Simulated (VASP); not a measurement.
# Mo (I4_1/amd) in VASP: further runs

The runs below take Mo through single point, with PBE.

All numbers are computed with VASP 6.6.1; they aren't measurements. Logs are shortened: lines on timing, memory, paths and dates and some standing lists are left out, and cuts for length are marked.

## Step 1: The cell of the first run

It takes space group I4_1/amd (No. 141, tetragonal). The conventional cell has a = 4.856 Å, b = 4.856 Å, c = 2.544 Å, α = 90.00°, β = 90.00°, γ = 90.00°. Mo (site symmetry -4m2) has 10 Mo at 2.51 to 3.09 Å within 3.3 Å.

## Step 2: Single point, PBE

Input file INCAR:

```
SYSTEM = Mo
PREC = Accurate
ENCUT = 520
EDIFF = 1E-7
ISMEAR = -1
SIGMA = 0.05
LREAL = .FALSE.
LASPH = .TRUE.
NELM = 100
ALGO = Normal
ISIF = 2
LWAVE = .FALSE.
LCHARG = .FALSE.
GGA = PE
NBANDS = 21
```

Input file KPOINTS:

```
regular mesh
0
G
  17 17 17
  0 0 0
```

Input file POSCAR:

```
Mo
1.0
   -2.4281670186      2.4281670186      1.2720312153
    2.4281670186     -2.4281670186      1.2720312153
    2.4281670186      2.4281670186     -1.2720312153
Mo
2
Direct
   -0.3750000000     -0.1250000000     -0.2500000000
    0.3750000000      0.1250000000      0.2500000000
```

Potentials or basis: VASP PAW PBE potentials, release 64 (Mo_sv).

The run is started by

```
cat potpaw_PBE.64/Mo_sv/POTCAR > POTCAR
mpirun -np 1 vasp_std > vasp.out
```

OUTCAR:

```text
SYSTEM = Mo
   PREC = Accurate
   ENCUT = 520
   EDIFF = 1E-7
   ISMEAR = -1
   LREAL = .FALSE.
   LASPH = .TRUE.
   NELM = 100
   ISIF = 2
   GGA = PE

 ion  position               nearest neighbor table
   1  0.625  0.875  0.750-   2 2.51   2 2.51   2 2.51   2 2.51   2 3.09   2 3.09   2 3.09   2 3.09

   2  0.375  0.125  0.250-   1 2.51   1 2.51   1 2.51   1 2.51   1 3.09   1 3.09   1 3.09   1 3.09

  LATTYP: Found a body centered tetragonal cell.
 ALAT       =     4.8563340372
 C/A-ratio  =     0.5238647941

  Lattice vectors:

 A1 = (  -2.4281670186,   2.4281670186,   1.2720312153)
 A2 = (   2.4281670186,  -2.4281670186,   1.2720312153)
 A3 = (   2.4281670186,   2.4281670186,  -1.2720312153)

Analysis of symmetry for initial positions (statically):
=====================================================================
 Subroutine PRICEL returns:
 Original cell was already a primitive cell.

 Routine SETGRP: Setting up the symmetry group for a
 body centered tetragonal supercell.

 Subroutine GETGRP returns: Found 16 space group operations
 (whereof  4 operations were pure point group operations)
 out of a pool of 16 trial point group operations.

The static configuration has the point symmetry C_2h.
 The point group associated with its full space group is D_4h.

Analysis of symmetry for dynamics (positions and initial velocities):
=====================================================================
 Subroutine PRICEL returns:
 Original cell was already a primitive cell.

 Routine SETGRP: Setting up the symmetry group for a
 body centered tetragonal supercell.

 Subroutine GETGRP returns: Found 16 space group operations
 (whereof  4 operations were pure point group operations)
 out of a pool of 16 trial point group operations.

The dynamic configuration has the point symmetry C_2h.
 The point group associated with its full space group is D_4h.

 Subroutine INISYM returns: Found 16 space group operations
 (whereof  4 operations are pure point group operations),
 and found     1 'primitive' translations

----------------------------------------------------------------------------------------

                                     Primitive cell

  volume of cell :      29.9996

  direct lattice vectors                    reciprocal lattice vectors
    -2.428167019  2.428167019  1.272031215     0.000000000  0.205916643  0.393072115
     2.428167019 -2.428167019  1.272031215     0.205916643  0.000000000  0.393072115
     2.428167019  2.428167019 -1.272031215     0.205916643  0.205916643  0.000000000

  length of vectors
     3.661973997  3.661973997  3.661973997     0.443742438  0.443742438  0.291210109

  position of ions in fractional coordinates (direct lattice)
     0.625000000  0.875000000  0.750000000
     0.375000000  0.125000000  0.250000000

  ion indices of the primitive-cell ions
   primitive index   ion index
                 1           1
                 2           2

----------------------------------------------------------------------------------------

 KPOINTS: regular mesh

Automatic generation of k-mesh.
 Grid dimensions read from file:
 generate k-points for:   17   17   17

 Generating k-lattice:

  Cartesian coordinates                     Fractional coordinates (reciprocal lattice)
     0.000000000  0.012112744  0.023121889     0.058823529  0.000000000 -0.000000000
     0.012112744  0.000000000  0.023121889     0.000000000  0.058823529 -0.000000000
     0.012112744  0.012112744  0.000000000     0.000000000  0.000000000  0.058823529

  Length of vectors
     0.026102496  0.026102496  0.017130006

  Shift w.r.t. Gamma in fractional coordinates (k-lattice)
     0.000000000  0.000000000  0.000000000

 Subroutine IBZKPT returns following result:
 ===========================================

 Found    405 irreducible k-points:

 Following reciprocal coordinates:
            Coordinates               Weight
  0.000000  0.000000  0.000000      1.000000
  0.058824 -0.000000  0.000000      8.000000
  0.117647 -0.000000  0.000000      8.000000
  0.176471 -0.000000  0.000000      8.000000
  0.235294 -0.000000  0.000000      8.000000
  0.294118 -0.000000  0.000000      8.000000
[... 16 lines left out ...]
 -0.176471  0.058824 -0.000000     16.000000
 -0.117647  0.058824 -0.000000     16.000000
 [... further k-points ...]
   k-points           NKPTS =    405   k-points in BZ     NKDIM =    405   number of bands    NBANDS=     21
   number of dos      NEDOS =    301   number of ions     NIONS =      2
   total plane-waves  NPLWV =  21952
   dimension x,y,z NGX =    28 NGY =   28 NGZ =   28
   dimension x,y,z NGXF=    56 NGYF=   56 NGZF=   56
   ions per type =               2
   NGX,Y,Z   is equivalent  to a cutoff of  12.71, 12.71, 12.71 a.u.
   NGXF,Y,Z  is equivalent  to a cutoff of  25.42, 25.42, 25.42 a.u.
 SYSTEM =  Mo
   PREC   = accura    normal or accurate (medium, high low for compatibility)
   ISTART =      0    job   : 0-new  1-cont  2-samecut
   ICHARG =      2    charge: 1-file 2-atom 10-const
   ISPIN  =      1    spin polarized calculation?
   LNONCOLLINEAR =      F non collinear calculations
   LSORBIT =      F    spin-orbit coupling
   LASPH  =      T    aspherical Exc in radial PAW
   ENCUT  =  520.0 eV  38.22 Ry    6.18 a.u.   6.81  6.81  6.81*2*pi/ulx,y,z
   NELM   =    100;   NELMIN=  2; NELMDL= -5     # of ELM steps
   EDIFF  = 0.1E-06   stopping-criterion for ELM
   LREAL  =      F    real-space projection
   EDIFFG = 0.1E-05   stopping-criterion for IOM
   NSW    =      0    number of steps for IOM
   IBRION =     -1    ionic relax: 0-MD 1-quasi-New 2-CG
   NFREE  =      0    steps in history (QN), initial steepest desc. (CG)
   ISIF   =      2    stress and relaxation
   ISYM   =      2    0-nonsym 1-usesym 2-fastsym
   POTIM  = 0.5000    time-step for ionic-motion
   TEBEG  =    0.0;   TEEND  =   0.0 temperature during run
   PSTRESS=    0.0 pullay stress
   NELECT =      28.0000    total number of electrons
   NUPDOWN=      -1.0000    fix difference up-down
   EMIN   =  10.00;   EMAX   =-10.00  energy-range for DOS
   EFERMI =   0.00;   METHOD = LEGACY
   ISMEAR =    -1;   SIGMA  =   0.05  broadening in eV -4-tet -1-fermi 0-gaus
   EFERMI_NEDOS =   21; number of points for ismear=-14 and -15
   IALGO  =     38    algorithm
   IMIX   =      4    mixing-type and parameters
     AMIX     =   0.40;   BMIX     =  1.00
     AMIX_MAG =   1.60;   BMIX_MAG =  1.00
  volume/ion in A,a.u.               =      15.00       101.22
  Fermi-wavevector in a.u.,A,eV,Ry     =   1.599887  3.023347 34.825980  2.559637
  Thomas-Fermi vector in A             =   2.697109
   LORBIT       =      0    0 simple, 1 ext, 2 COOP (PROOUT), +10 PAW based schemes
   GGA     = PE    functional components
   LHFCALC =     F    Hartree Fock is set to
   AEXX    =    0.0000 exact exchange contribution
   IVDW    =     0    specifies the selected vdW correction
   LEPSILON=     F    determine dielectric tensor
   LRPA    =     F    only Hartree local field effects (RPA)
 non-spin polarized calculation
  energy-cutoff  :      520.00
  volume of cell :       30.00
 maximum number of plane-waves:       819
   NGX = 13   NGY = 13   NGZ = 13

 number of electron      27.9999996 magnetization

 Free energy of the ion-electron system (eV)
  ---------------------------------------------------
  ext. energy  EPLUGINS =         0.00000000
  ---------------------------------------------------
  free energy    TOTEN  =       -19.86358697 eV

  energy without entropy =      -19.84978129  energy(sigma->0) =      -19.85668413

 E-fermi :  13.2041     XC(G=0): -13.5165

 val. band max:       13.2005439250   @ k =   0.2353   0.1176   0.0588
 cond. band min:      13.2073523481   @ k =  -0.2353   0.4118   0.0588
 fundamental gap:      0.0068084231
 Fermi energy:        13.2041010568

 k-point     1 :       0.0000    0.0000    0.0000
  band No.  band energies     occupation
      1     -47.9668      2.00000
      2     -47.3521      2.00000
      3     -22.6285      2.00000
      4     -22.6285      2.00000
      5     -20.9545      2.00000
      6     -20.9545      2.00000
[... 13 lines left out ...]
     20      20.3457      0.00000
     21      20.3457      0.00000

 k-point     2 :       0.0588   -0.0000    0.0000
  band No.  band energies     occupation
      1     -47.9540      2.00000
      2     -47.3486      2.00000
      3     -22.6217      2.00000
      4     -22.6047      2.00000
      5     -21.0014      2.00000
      6     -20.9500      2.00000
[... 13 lines left out ...]
     20      20.7227      0.00000
     21      21.0363      0.00000

 k-point     3 :       0.1176   -0.0000    0.0000
  band No.  band energies     occupation
      1     -47.9171      2.00000
      2     -47.3388      2.00000
      3     -22.6022      2.00000
      4     -22.5370      2.00000
      5     -21.1717      2.00000
      6     -21.1283      2.00000
[... 13 lines left out ...]
     20      21.7171      0.00000
     21      22.2459      0.00000

 k-point     4 :       0.1765   -0.0000    0.0000
  band No.  band energies     occupation
      1     -47.8599      2.00000
      2     -47.3245      2.00000
      3     -22.5721      2.00000
      4     -22.4373      2.00000
      5     -21.4484      2.00000
      6     -21.3799      2.00000
[... 13 lines left out ...]
     20      22.9608      0.00000
     21      23.4643      0.00000

 k-point     5 :       0.2353   -0.0000    0.0000
  band No.  band energies     occupation
      1     -47.7887      2.00000
      2     -47.3087      2.00000
      3     -22.5351      2.00000
      4     -22.3343      2.00000
      5     -21.7741      2.00000
      6     -21.6516      2.00000
[... 13 lines left out ...]
     20      24.0090      0.00000
     21      24.2354      0.00000

 k-point     6 :       0.2941   -0.0000    0.0000
  band No.  band energies     occupation
      1     -47.7115      2.00000
      2     -47.2949      2.00000
      3     -22.4960      2.00000
      4     -22.3230      2.00000
      5     -22.0776      2.00000
      6     -21.8432      2.00000
[... 13 lines left out ...]
     20      24.3260      0.00000
     21      24.3829      0.00000

 k-point     7 :       0.3529    0.0000    0.0000
  band No.  band energies     occupation
      1     -47.6377      2.00000
      2     -47.2858      2.00000
      3     -22.5062      2.00000
      4     -22.4600      2.00000
      5     -22.3148      2.00000
      6     -21.8285      2.00000
[... 13 lines left out ...]
     20      24.0541      0.00000
     21      24.0912      0.00000
[... 291 lines left out ...]
      1     -47.6899      2.00000
      2     -47.3165      2.00000
      3     -22.5070      2.00000
      4     -22.2849      2.00000
      5     -22.1001      2.00000
      6     -21.7582      2.00000
[... 13 lines left out ...]
     20      23.3122      0.00000
     21      24.5637      0.00000

 k-point    21 :      -0.2941    0.0588   -0.0000
  band No.  band energies     occupation
      1     -47.7679      2.00000
      2     -47.3297      2.00000
      3     -22.5415      2.00000
      4     -22.2528      2.00000
      5     -21.8098      2.00000
      6     -21.6239      2.00000
[... 13 lines left out ...]
     20      23.0949      0.00000
     21      24.5786      0.00000

 k-point    22 :      -0.2353    0.0588   -0.0000
  band No.  band energies     occupation
      1     -47.8415      2.00000
      2     -47.3431      2.00000
      3     -22.5755      2.00000
      4     -22.3560      2.00000
      5     -21.4963      2.00000
      6     -21.3720      2.00000
[... 13 lines left out ...]
     20      22.3500      0.00000
     21      23.9403      0.00000

 k-point    23 :      -0.1765    0.0588   -0.0000
  band No.  band energies     occupation
      1     -47.9024      2.00000
      2     -47.3537      2.00000
      3     -22.6016      2.00000
      4     -22.4733      2.00000
      5     -21.2372      2.00000
      6     -21.1267      2.00000
[... 13 lines left out ...]
     20      21.3086      0.00000
     21      22.8845      0.00000

 k-point    24 :      -0.1176    0.0588   -0.0000
  band No.  band energies     occupation
      1     -47.9438      2.00000
      2     -47.3590      2.00000
      3     -22.6160      2.00000
      4     -22.5656      2.00000
      5     -21.0743      2.00000
      6     -20.9805      2.00000
[... 13 lines left out ...]
     20      20.4244      0.00000
     21      21.8346      0.00000

 [... further k-points ...]

------------------------ aborting loop because EDIFF is reached ----------------------------------------

  FORCE on cell =-STRESS in cart. coord.  units (eV):
  Direction    XX          YY          ZZ          XY          YZ          ZX
  --------------------------------------------------------------------------------------
  -------------------------------------------------------------------------------------
  Total        5.9639215      5.9639215      5.9670577     -0.0000000     -0.0000000     -0.0000000
  in kB      318.5133410    318.5133410    318.6808348     -0.0000000     -0.0000000     -0.0000000
  external PRESSURE =     318.5691722 kB  Pullay stress =       0.0000000 kB

 VOLUME and BASIS-vectors are now :
 -----------------------------------------------------------------------------
  energy-cutoff  :      520.00
  volume of cell :       30.00
      direct lattice vectors                 reciprocal lattice vectors
    -2.428167019  2.428167019  1.272031215     0.000000000  0.205916643  0.393072115
     2.428167019 -2.428167019  1.272031215     0.205916643  0.000000000  0.393072115
     2.428167019  2.428167019 -1.272031215     0.205916643  0.205916643  0.000000000

 POSITION                                       TOTAL-FORCE (eV/Angst)
 -----------------------------------------------------------------------------------
      2.42817      1.21408      0.95402         0.000000     -0.000000     -0.000000
      0.00000      1.21408      0.31801        -0.000000      0.000000      0.000000
 -----------------------------------------------------------------------------------
    total drift:                               -0.000000      0.000000     -0.000000

  FREE ENERGIE OF THE ION-ELECTRON SYSTEM (eV)
  ---------------------------------------------------
  free  energy   TOTEN  =       -19.8635869714 eV

  energy  without entropy=      -19.8497812940  energy(sigma->0) =      -19.85668413
```

It took 93 s on 1 thread of Intel Xeon 6975P-C (Granite Rapids), shared host; peak memory 0.31 GiB.

Results:

* Free energy: -19.8636 eV
* Pressure: 31.9 GPa
* Band gap on the k mesh: zero (band 14 reaches 15.21 eV, above the bottom of band 15 at 11.95 eV)

## Step 3: Single point, PBE

Input file INCAR:

```
ALGO = Normal
EDIFF = 1E-7
ENCUT = 520
GGA = PE
ISIF = 2
ISMEAR = -1
LASPH = True
LCHARG = True
LELF = True
LREAL = False
LVHAR = True
LWAVE = False
NBANDS = 21
NELM = 80
PREC = Accurate
SIGMA = 0.05
```

Input file KPOINTS:

```
k-points
0
Gamma
  17 17 17
```

Input file POSCAR:

```
Mo
1.0
   -2.4280400732      2.4280400732      1.2720243965
    2.4280400732     -2.4280400732      1.2720243965
    2.4280400732      2.4280400732     -1.2720243965
Mo
2
Direct
   -0.3750000000     -0.1250000000     -0.2500000000
    0.3750000000      0.1250000000      0.2500000000
```

Potentials or basis: VASP PAW PBE potentials, release 64 (Mo_sv).

The run is started by

```
cat potpaw_PBE.64/Mo_sv/POTCAR > POTCAR
mpirun -np 1 vasp_std > vasp.out
```

Wall time 99 s (1 thread of Intel Xeon 6975P-C (Granite Rapids), shared host); peak memory 0.31 GiB.

It converged, with:

| Quantity | Value |
| --- | --- |
| Free energy | -19.8629 eV |
| Pressure | 31.9 GPa |
| Band gap on the k mesh | zero (band 14 reaches 15.21 eV, above the bottom of band 15 at 11.95 eV) |

Levels at points of the mesh, in eV from the Fermi level:
```
           k point  band 10  band 11  band 12  band 13  band 14  band 15  band 16  band 17  band 18  band 19
(0.00, 0.00, 0.00)    -6.24    -4.30    -3.71    -3.13     1.92     1.92     1.98     1.98     4.55     6.29
```
